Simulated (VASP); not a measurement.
# Ti (P6/mmm) in VASP: notebook, part 2 of 2

VASP 6.6.1.

## 5. Single point, PBEsol

This run uses another cell than the first one, of 16.44 Å³/atom.

Contents of INCAR:

```
  PREC = Accurate
  ENCUT = 520
  EDIFF = 1E-6
  ISMEAR = 0
  SIGMA = 0.15
  LREAL = False
  LASPH = True
  NELM = 60
  ALGO = Fast
  ISIF = 2
  LWAVE = False
  LCHARG = True
  GGA = PS
  LELF = True
  LVHAR = True
  NBANDS = 25
```

Contents of KPOINTS:

```
Automatic mesh
0
Gamma
  12 12 14
```

Contents of POSCAR:

```
Ti
1.0
    4.6233000000      0.0000000000      0.0000000000
   -2.3116500000      4.0038952493      0.0000000000
    0.0000000000      0.0000000000      2.6640000000
Ti
3
Direct
    0.0000000000      0.0000000000      0.0000000000
    0.3333333333      0.6666666667      0.5000000000
    0.6666666667      0.3333333333      0.5000000000
```

Potentials or basis: VASP PAW PBE potentials, release 64 (Ti_sv).

Started as:

```console
cat potpaw_PBE.64/Ti_sv/POTCAR > POTCAR
mpirun -np 1 vasp_std > vasp.out
```

OUTCAR:

```text
PREC = Accurate
   ENCUT = 520
   EDIFF = 1E-6
   ISMEAR = 0
   LREAL = False
   LASPH = True
   NELM = 60
   ISIF = 2
   GGA = PS

 ion  position               nearest neighbor table
   1  0.000  0.000  0.000-
   2  0.333  0.667  0.500-   3 2.67   3 2.67   3 2.67
   3  0.667  0.333  0.500-   2 2.67   2 2.67   2 2.67

  LATTYP: Found a hexagonal cell.
 ALAT       =     4.6233000000
 C/A-ratio  =     0.5762117968

  Lattice vectors:

 A1 = (   4.6233000000,   0.0000000000,   0.0000000000)
 A2 = (  -2.3116500000,   4.0038952493,   0.0000000000)
 A3 = (   0.0000000000,   0.0000000000,   2.6640000000)

Analysis of symmetry for initial positions (statically):
=====================================================================
 Subroutine PRICEL returns:
 Original cell was already a primitive cell.

 Routine SETGRP: Setting up the symmetry group for a
 hexagonal supercell.

 Subroutine GETGRP returns: Found 24 space group operations
 (whereof 24 operations were pure point group operations)
 out of a pool of 24 trial point group operations.
[... 163 lines left out ...]
  free energy    TOTEN  =       -24.96377036 eV

  energy without entropy =      -24.92558297  energy(sigma->0) =      -24.94467667

 E-fermi :   8.5691     XC(G=0): -11.9004

 val. band max:        8.5633162194   @ k =   0.4167   0.0000   0.1429
 cond. band min:       8.5758789825   @ k =   0.2500  -0.0000   0.0000
 fundamental gap:      0.0125627631
 Fermi energy:         8.5691248149

 k-point     1 :       0.0000    0.0000    0.0000
  band No.  band energies     occupation
      1     -47.8600      2.00000
      2     -47.6412      2.00000
      3     -47.4979      2.00000
      4     -24.2852      2.00000
      5     -24.2852      2.00000
      6     -24.1979      2.00000
[... 661 lines left out ...]
     24      10.7689      0.00000
     25      11.6873      0.00000

 [... further k-points ...]

------------------------ aborting loop because EDIFF is reached ----------------------------------------

  FORCE on cell =-STRESS in cart. coord.  units (eV):
  Direction    XX          YY          ZZ          XY          YZ          ZX
  --------------------------------------------------------------------------------------
  -------------------------------------------------------------------------------------
  Total       -1.2782976     -1.2782976      3.0316256      0.0000000      0.0000000      0.0000000
  in kB      -41.5311129    -41.5311129     98.4956706      0.0000000      0.0000000      0.0000000
  external PRESSURE =       5.1444816 kB  Pullay stress =       0.0000000 kB

 VOLUME and BASIS-vectors are now :
 -----------------------------------------------------------------------------
  energy-cutoff  :      520.00
  volume of cell :       49.31
      direct lattice vectors                 reciprocal lattice vectors
     4.623300000  0.000000000  0.000000000     0.216295720  0.124878392  0.000000000
    -2.311650000  4.003895249  0.000000000     0.000000000  0.249756784  0.000000000
     0.000000000  0.000000000  2.664000000     0.000000000  0.000000000  0.375375375

 POSITION                                       TOTAL-FORCE (eV/Angst)
 -----------------------------------------------------------------------------------
      0.00000      0.00000      0.00000        -0.000000      0.000000     -0.000000
     -0.00000      2.66926      1.33200        -0.000000      0.000000      0.000000
      2.31165      1.33463      1.33200         0.000000     -0.000000     -0.000000
 -----------------------------------------------------------------------------------
    total drift:                                0.000000      0.000000     -0.000000

  FREE ENERGIE OF THE ION-ELECTRON SYSTEM (eV)
  ---------------------------------------------------
  free  energy   TOTEN  =       -24.9637703613 eV

  energy  without entropy=      -24.9255829738  energy(sigma->0) =      -24.94467667
```

OSZICAR:

```text
N       E                     dE             d eps       ncg     rms          rms(c)
DAV:   1     0.433152901506E+03    0.43315E+03   -0.18678E+04  7600   0.181E+03
DAV:   2     0.206496929213E+02   -0.41250E+03   -0.40576E+03  7700   0.520E+02
DAV:   3    -0.248645884449E+02   -0.45514E+02   -0.44455E+02 14099   0.149E+02
[... 41 lines left out ...]
RMM:  45    -0.249637694987E+02   -0.44110E-06   -0.14127E-05  6993   0.151E-02    0.132E-02
RMM:  46    -0.249637698620E+02   -0.36326E-06   -0.12910E-05  6868   0.151E-02    0.117E-02
RMM:  47    -0.249637701219E+02   -0.25994E-06   -0.11682E-05  6402   0.142E-02    0.110E-02
RMM:  48    -0.249637702915E+02   -0.16963E-06   -0.10821E-05  6543   0.140E-02    0.105E-02
RMM:  49    -0.249637703613E+02   -0.69759E-07   -0.99364E-06  5897   0.134E-02
   1 F= -.24963770E+02 E0= -.24944677E+02  d E =-.381874E-01
```

Wall time 15 min (1 thread of Intel Xeon 8259CL, shared host); peak memory 0.27 GiB.

What came out:

* Free energy: -24.9638 eV
* Pressure: 0.5 GPa
* Band gap on the k mesh: zero (bands 18 and 19 overlap by 0.35 eV)

Levels at points of the mesh, in eV from the Fermi level:
| k point | band 15 | band 16 | band 17 | band 18 | band 19 | band 20 | band 21 | band 22 |
| --- | --- | --- | --- | --- | --- | --- | --- | --- |
| (0.00, 0.00, 0.00) | -0.72 | -0.72 | -0.63 | -0.63 | -0.32 | 0.36 | 1.36 | 1.36 |
| (0.50, 0.00, 0.00) | -2.65 | -0.54 | -0.46 | -0.36 | -0.01 | 0.27 | 1.01 | 1.77 |
| (0.00, 0.00, 0.50) | -1.75 | -1.59 | -1.59 | -1.21 | 0.90 | 0.90 | 1.52 | 1.52 |
| (0.50, 0.00, 0.50) | -1.80 | -1.15 | -0.54 | -0.23 | 0.38 | 1.09 | 1.27 | 1.36 |

Caveat: the stress differs along the axes, from -4 to 10 GPa; the PAW data sets were made with another functional, which shifts forces and pressure a little.

## 6. Single point, PBEsol

This run uses another cell than the first one, of 16.43 Å³/atom.

Contents of INCAR:

```
SYSTEM = Ti
PREC = Accurate
ENCUT = 520
EDIFF = 1E-6
ISMEAR = 0
SIGMA = 0.15
LREAL = .FALSE.
LASPH = .TRUE.
NELM = 100
ALGO = Fast
ISIF = 2
LWAVE = .FALSE.
LCHARG = .FALSE.
GGA = PS
NBANDS = 25
```

Contents of KPOINTS:

```
Automatic mesh
0
G
  12 12 14
  0 0 0
```

Contents of POSCAR:

```
Ti
1.0
    4.4878000000      0.0000000000      0.0000000000
   -2.2439000000      3.8865488071      0.0000000000
    0.0000000000      0.0000000000      2.8263000000
Ti
3
Direct
    0.0000000000      0.0000000000      0.0000000000
    0.3333333333      0.6666666667      0.5000000000
    0.6666666667      0.3333333333      0.5000000000
```

Potentials or basis: VASP PAW PBE potentials, release 64 (Ti_sv).

Started as:

```console
cat potpaw_PBE.64/Ti_sv/POTCAR > POTCAR
mpirun -np 1 vasp_std > vasp.out
```

It took 15 min on 1 thread of Intel Xeon 8259CL, shared host; peak memory 0.28 GiB.

The run converged. Its results:

* Free energy: -25.0691 eV
* Pressure: -0.1 GPa
* Band gap on the k mesh: zero (bands 18 and 19 overlap by 0.41 eV)

Stress tensor (GPa, compression positive):
```
 0.88  0.00  0.00
 0.00  0.88  0.00
 0.00  0.00 -2.06
```

Levels at points of the mesh, in eV from the Fermi level:
| k point | band 14 | band 15 | band 16 | band 17 | band 18 | band 19 | band 20 | band 21 | band 22 | band 23 |
| --- | --- | --- | --- | --- | --- | --- | --- | --- | --- | --- |
| (0.00, 0.00, 0.00) | -2.09 | -0.70 | -0.70 | -0.59 | -0.59 | 0.07 | 0.80 | 1.35 | 1.35 | 1.78 |
| (0.50, 0.00, 0.00) | -3.56 | -2.73 | -0.46 | -0.40 | -0.35 | 0.08 | 0.64 | 0.91 | 1.33 | 1.89 |
| (0.00, 0.00, 0.50) | -2.22 | -2.22 | -1.82 | -1.72 | -1.72 | 1.15 | 1.15 | 1.28 | 1.28 | 3.11 |
| (0.50, 0.00, 0.50) | -2.19 | -1.78 | -1.25 | -0.75 | -0.70 | 0.36 | 0.81 | 0.99 | 1.09 | 2.34 |

Caveat: the PAW data sets were made with another functional, which shifts forces and pressure a little.

## 7. Summary

| cell | gap on the mesh (eV) | pressure (GPa) |
| --- | --- | --- |
| a = 4.650, b = 4.650, c = 2.714 Å, angles 90.0, 90.0, 120.0°, 3 atoms | none | -3.0 |
| a = 4.461, b = 4.461, c = 2.865 Å, angles 90.0, 90.0, 120.0°, 3 atoms | none | -0.3 |
| a = 4.407, b = 4.407, c = 2.933 Å, angles 90.0, 90.0, 120.0°, 3 atoms | none | -0.2 |
| a = 4.623, b = 4.623, c = 2.664 Å, angles 90.0, 90.0, 120.0°, 3 atoms | none | 0.5 |
| a = 4.488, b = 4.488, c = 2.826 Å, angles 90.0, 90.0, 120.0°, 3 atoms | none | -0.1 |

Alike in all rows: task single point; level PBEsol; potentials or basis VASP PAW PBE potentials, release 64 (Ti_sv); no spin polarisation; k mesh 12 × 12 × 14; cutoff (eV) 520; smearing gaussian 0.15 eV.

Caveats: the PAW data sets were made with another functional, which shifts forces and pressure a little; the stress differs along the axes, from -7 to 4 GPa (at least some runs); the stress differs along the axes, from -5 to 2 GPa (at least some runs); the stress differs along the axes, from -9 to 4 GPa (at least some runs); the stress differs along the axes, from -4 to 10 GPa (at least some runs).

Absolute energies hang on the potentials; compare differences alone.
